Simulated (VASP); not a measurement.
# BAs (F-43m) in VASP: further runs, part 2 of 2

VASP 6.6.1. The steps go on from the part before.

## Step 3: Electric field gradients, LDA (14.17 Å³/atom)

This run uses another cell than the first one, of 14.17 Å³/atom.

INCAR

```
  ALGO = Normal
  EDIFF = 1E-8
  ENCUT = 520
  ISIF = 2
  ISMEAR = -1
  LASPH = T
  LCHARG = F
  LEFG = T
  LREAL = F
  LWAVE = F
  NBANDS = 11
  NELM = 100
  PREC = Accurate
  SIGMA = 0.05
```

KPOINTS

```
k-points
0
Gamma
  13 13 13
```

POSCAR

```
BAs
1.0
    0.0000000000      2.4199312360      2.4199312360
    2.4199312360      0.0000000000      2.4199312360
    2.4199312360      2.4199312360      0.0000000000
B As
1 1
Direct
    0.0000000000      0.0000000000      0.0000000000
    0.7500000000      0.7500000000      0.7500000000
```

Potentials or basis: VASP PAW LDA potentials, release 64 (B, As).

Started as:

```
$ cat potpaw_LDA.64/B/POTCAR potpaw_LDA.64/As/POTCAR > POTCAR
$ mpirun -np 1 vasp_std > vasp.out
```

OUTCAR:

```text
EDIFF = 1E-8
   ENCUT = 520
   ISIF = 2
   ISMEAR = -1
   LASPH = T
   LREAL = F
   NELM = 100
   PREC = Accurate

 ion  position               nearest neighbor table
   1  0.000  0.000  0.000-   2 2.10   2 2.10   2 2.10   2 2.10
   2  0.750  0.750  0.750-   1 2.10   1 2.10   1 2.10   1 2.10

  LATTYP: Found a face centered cubic cell.
 ALAT       =     4.8398624720

  Lattice vectors:

 A1 = (   0.0000000000,   2.4199312360,   2.4199312360)
 A2 = (   2.4199312360,   0.0000000000,   2.4199312360)
 A3 = (   2.4199312360,   2.4199312360,   0.0000000000)

Analysis of symmetry for initial positions (statically):
=====================================================================
 Subroutine PRICEL returns:
 Original cell was already a primitive cell.

 Routine SETGRP: Setting up the symmetry group for a
 face centered cubic supercell.

 Subroutine GETGRP returns: Found 24 space group operations
 (whereof 24 operations were pure point group operations)
 out of a pool of 48 trial point group operations.

The static configuration has the point symmetry T_d .

Analysis of symmetry for dynamics (positions and initial velocities):
=====================================================================
 Subroutine PRICEL returns:
 Original cell was already a primitive cell.

 Routine SETGRP: Setting up the symmetry group for a
 face centered cubic supercell.

 Subroutine GETGRP returns: Found 24 space group operations
 (whereof 24 operations were pure point group operations)
 out of a pool of 48 trial point group operations.

The dynamic configuration has the point symmetry T_d .

 Subroutine INISYM returns: Found 24 space group operations
 (whereof 24 operations are pure point group operations),
[... 161 lines left out ...]
      9      14.8861      0.00000
     10      18.5932      0.00000
     11      18.5932      0.00000
[... 309 lines left out ...]
 k-point    24 :       0.4615    0.1538    0.0000
  band No.  band energies     occupation
      1      -6.7042      2.00000
      2      -1.8689      2.00000
      3       2.5444      2.00000
      4       3.2756      2.00000
      5       8.6846      0.00000
      6      10.8518      0.00000
      7      11.8606      0.00000
      8      13.4029      0.00000
      9      17.0992      0.00000
     10      19.3428      0.00000
     11      20.3808      0.00000

 [... further k-points ...]
[... 5 lines left out ...]
  --------------------------------------------------------------------------------------
  -------------------------------------------------------------------------------------
  Total       -1.4057833     -1.4057833     -1.4057833      0.0000000      0.0000000      0.0000000
  in kB      -79.4675612    -79.4675612    -79.4675612      0.0000000      0.0000000      0.0000000
  external PRESSURE =     -79.4675612 kB  Pullay stress =       0.0000000 kB

 VOLUME and BASIS-vectors are now :
 -----------------------------------------------------------------------------
  energy-cutoff  :      520.00
  volume of cell :       28.34
      direct lattice vectors                 reciprocal lattice vectors
     0.000000000  2.419931236  2.419931236    -0.206617441  0.206617441  0.206617441
     2.419931236  0.000000000  2.419931236     0.206617441 -0.206617441  0.206617441
     2.419931236  2.419931236  0.000000000     0.206617441  0.206617441 -0.206617441

 POSITION                                       TOTAL-FORCE (eV/Angst)
 -----------------------------------------------------------------------------------
      0.00000      0.00000      0.00000        -0.000000     -0.000000     -0.000000
      3.62990      3.62990      3.62990         0.000000      0.000000      0.000000
 -----------------------------------------------------------------------------------
    total drift:                                0.000000      0.000000      0.000000

  FREE ENERGIE OF THE ION-ELECTRON SYSTEM (eV)
  ---------------------------------------------------
  free  energy   TOTEN  =       -12.8834061064 eV

  energy  without entropy=      -12.8834060480  energy(sigma->0) =      -12.88340608

 Electric field gradients (V/A^2)
---------------------------------------------------------------------
 ion       V_xx      V_yy      V_zz      V_xy      V_xz      V_yz
---------------------------------------------------------------------
   1      -0.000     0.000     0.000    -0.000    -0.000    -0.000
   2      -0.000    -0.000     0.000     0.000     0.000     0.000
---------------------------------------------------------------------

 Electric field gradients after diagonalization (V/A^2)
 (convention: |V_zz| > |V_xx| > |V_yy|)
----------------------------------------------------------------------
 ion       V_xx      V_yy      V_zz     asymmetry (V_yy - V_xx)/ V_zz
----------------------------------------------------------------------
   1       0.000     0.000    -0.000       0.000
   2      -0.000    -0.000     0.000       0.000
----------------------------------------------------------------------

           NMR quadrupolar parameters

 Cq : quadrupolar parameter    Cq=e*Q*V_zz/h
 eta: asymmetry parameters     (V_yy - V_xx)/ V_zz
 Q  : nuclear electric quadrupole moment in mb (millibarn)
----------------------------------------------------------------------
 ion       Cq(MHz)       eta       Q (mb)
----------------------------------------------------------------------
   1      -0.000       0.000       1.000
   2       0.000       0.000       1.000
----------------------------------------------------------------------
```

It took 24 s on 1 thread of Intel Xeon 6975P-C (Granite Rapids), shared host; peak memory 0.15 GiB.

Results:

```yaml
Free_energy: -12.8834 eV
Pressure: -7.9 GPa
Band_gap_on_the_k_mesh: 1.16 eV (least direct gap 3.20 eV)
Largest_electric_field_gradient_by_atom: zero within the noise of the run
```

Levels at points of the mesh, in eV from the valence-band top:
| k point | band 1 | band 2 | band 3 | band 4 | band 5 | band 6 | band 7 | band 8 | band 9 |
| --- | --- | --- | --- | --- | --- | --- | --- | --- | --- |
| (0.00, 0.00, 0.00) | -15.03 | 0.00 | 0.00 | 0.00 | 3.20 | 3.20 | 3.20 | 4.20 | 9.16 |

Caveat: the cell stands under tension; an odd mesh through Γ misses points on the zone boundary, where band edges can lie.

## Step 4: Electric field gradients, LDA (14.17 Å³/atom)

This run uses another cell than the first one, of 14.17 Å³/atom.

INCAR

```
SYSTEM = BAs
PREC = Accurate
ENCUT = 520
EDIFF = 1E-8
ISMEAR = -1
SIGMA = 0.05
LREAL = .FALSE.
LASPH = .TRUE.
NELM = 80
ALGO = Normal
ISIF = 2
LWAVE = .FALSE.
LCHARG = .FALSE.
GGA = CA
LEFG = .TRUE.
NBANDS = 11
```

KPOINTS

```
Automatic mesh
0
G
  13 13 13
  0 0 0
```

POSCAR is that of step 3.

Potentials or basis: VASP PAW LDA potentials, release 64 (B, As).

Started as:

```
$ cat potpaw_LDA.64/B/POTCAR potpaw_LDA.64/As/POTCAR > POTCAR
$ mpirun -np 1 vasp_std > vasp.out
```

OUTCAR:

```text
SYSTEM = BAs
   PREC = Accurate
   ENCUT = 520
   EDIFF = 1E-8
   ISMEAR = -1
   LREAL = .FALSE.
   LASPH = .TRUE.
   NELM = 80
   ISIF = 2
   GGA = CA

 ion  position               nearest neighbor table
   1  0.000  0.000  0.000-   2 2.10   2 2.10   2 2.10   2 2.10
   2  0.750  0.750  0.750-   1 2.10   1 2.10   1 2.10   1 2.10

  LATTYP: Found a face centered cubic cell.
 ALAT       =     4.8398624720

  Lattice vectors:

 A1 = (   0.0000000000,   2.4199312360,   2.4199312360)
 A2 = (   2.4199312360,   0.0000000000,   2.4199312360)
[... 548 lines left out ...]
  ---------------------------------------------------
  free  energy   TOTEN  =       -12.8834061064 eV

  energy  without entropy=      -12.8834060480  energy(sigma->0) =      -12.88340608

 Electric field gradients (V/A^2)
---------------------------------------------------------------------
 ion       V_xx      V_yy      V_zz      V_xy      V_xz      V_yz
---------------------------------------------------------------------
   1      -0.000     0.000     0.000    -0.000    -0.000    -0.000
   2      -0.000    -0.000     0.000     0.000     0.000     0.000
---------------------------------------------------------------------

 Electric field gradients after diagonalization (V/A^2)
 (convention: |V_zz| > |V_xx| > |V_yy|)
----------------------------------------------------------------------
 ion       V_xx      V_yy      V_zz     asymmetry (V_yy - V_xx)/ V_zz
----------------------------------------------------------------------
   1       0.000     0.000    -0.000       0.000
   2      -0.000    -0.000     0.000       0.000
----------------------------------------------------------------------

           NMR quadrupolar parameters

 Cq : quadrupolar parameter    Cq=e*Q*V_zz/h
 eta: asymmetry parameters     (V_yy - V_xx)/ V_zz
 Q  : nuclear electric quadrupole moment in mb (millibarn)
----------------------------------------------------------------------
 ion       Cq(MHz)       eta       Q (mb)
----------------------------------------------------------------------
   1      -0.000       0.000       1.000
   2       0.000       0.000       1.000
----------------------------------------------------------------------
```

stdout:

```text
POSCAR found type information on POSCAR B As
 POSCAR found :  2 types and       2 ions
 scaLAPACK will be used
 LDA part: xc-table for (Slater(with rela. corr.)+CA(PZ))
 , standard interpolation
 POSCAR, INCAR and KPOINTS ok, starting setup
 FFT: planning ... GRIDC
 FFT: planning ... GRID_SOFT
 FFT: planning ... GRID
 WAVECAR not read
 entering main loop
ion   1

ion   2
```

Wall time 27 s (1 thread of Intel Xeon 6975P-C (Granite Rapids), shared host); peak memory 0.15 GiB.

What came out:

* Free energy: -12.8834 eV
* Pressure: -7.9 GPa
* Band gap on the k mesh: 1.16 eV (least direct gap 3.20 eV)
* Largest electric field gradient by atom: zero within the noise of the run

Levels at points of the mesh, in eV from the valence-band top:
```csv
k point,band 2,band 3,band 4,band 5,band 6,band 7
"(0.00, 0.00, 0.00)",0.00,0.00,0.00,3.20,3.20,3.20
```

Caveat: the cell stands under tension; an odd mesh through Γ misses points on the zone boundary, where band edges can lie.
